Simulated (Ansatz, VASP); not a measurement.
One calculation of BiTe, two programs

File INCAR:

```
SYSTEM = BiTe
ALGO = Normal
EDIFF = 1E-6
ENCUT = 520
GGA = PS
GGA_COMPAT = .FALSE.
ISIF = 2
ISMEAR = 0
LASPH = .TRUE.
LCHARG = .FALSE.
LORBIT = 11
LORBMOM = .TRUE.
LREAL = .FALSE.
LSORBIT = .TRUE.
LWAVE = .FALSE.
MAGMOM = 0 0 0 0 0 0
NBANDS = 33
NELM = 150
PREC = Accurate
SIGMA = 0.01
```

The input KPOINTS:

```
k-points
0
G
  5 5 5
  0 0 0
```

Contents of POSCAR:

```
BiTe
1.0
    0.0000000000      3.1912784242      3.1912784242
    3.1912784242      0.0000000000      3.1912784242
    3.1912784242      3.1912784242      0.0000000000
Bi Te
1 1
Direct
    0.0000000000      0.0000000000      0.0000000000
    0.5000000000      0.5000000000      0.5000000000
```

Contents of input.yaml:

```yaml
crystal:
  lattice:
    - [0.0, 3.1912784242, 3.1912784242]
    - [3.1912784242, 0.0, 3.1912784242]
    - [3.1912784242, 3.1912784242, 0.0]
  atoms:
    - { symbol: Bi, position: [0.0, 0.0, 0.0] }
    - { symbol: Te, position: [0.5, 0.5, 0.5] }
kpoints:
  mp_grid: { grid: [5, 5, 5] }
scf:
  occupations: { method: gaussian, width: 0.01 }
hamiltonian:
  xc: pbesol
  pseudopotentials: { kind: all_electron, lapw: { basis_error: 0.001 } }
magnetization:
  noncollinear: true
  spin_orbit: true
output:
  forces: true
  stress: true
  eigenvalues: true
```

Change from the starting cell: volume scaled by 0.96.

Alike in both runs: task single point; functional PBEsol; k mesh 5 × 5 × 5; occupations gaussian, width 0.01 eV; non-collinear spin, spin-orbit coupling.

```csv
,VASP,Ansatz
version,VASP 6.6.1,Ansatz 0.2.0
potentials or method,"VASP PAW PBE potentials, release 64 (Bi_d, Te), cutoff 520 eV","all-electron LAPW, relativistic spinors"
```

VASP gave:

```
pressure (GPa)           : 2.1
net moment per atom (μB) : 0.00
```

Problem. Which values does Ansatz return?

Solution. Pressure (GPa): 2.4; net moment per atom (μB): 0.00.

VASP's potentials were made for PBE, not for PBEsol. Ansatz ran all-electron here, and VASP with PAW potentials.

Noted on Ansatz's run: the k mesh is thin for a metal, which can move the energy by tens of meV per atom.
